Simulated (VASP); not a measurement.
Crystal: MgHgSe2.

```
CELL_PARAMETERS angstrom
4.31386 0.00000 0.00000
0.00000 4.31386 0.00000
0.00000 0.00000 5.98545
ATOMIC_POSITIONS crystal
Mg 0.00000 0.00000 0.00000
Se 0.00000 0.50000 0.23548
Se 0.50000 0.00000 0.76452
Hg 0.50000 0.50000 0.50000
```

Base run:

| Property | Result |
| --- | --- |
| Program | VASP 6.6.1 |
| Functional | r2SCAN |
| Potentials or basis | VASP PAW PBE potentials, release 64 (Mg, Se, Hg) |
| Cutoff | 520 eV |
| k mesh | 6 × 6 × 4 |
| Occupations | gaussian, width 0.01 eV |
| Spin | no spin polarisation |

Its results: band gap on the k mesh 1.02 eV; pressure 0.0 GPa; largest force 0.052 eV/Å.

**Question.** The run is repeated on the same cell with these changes: functional from r2SCAN to PBE. What comes out?

**Answer.** Band gap on the k mesh 0.63 eV; pressure 1.5 GPa; largest force 0.081 eV/Å.

Caveats: spin-orbit coupling is left out, which moves the levels of the heavy elements; the PAW data sets were made with another functional, which shifts forces and pressure a little (at least some runs).

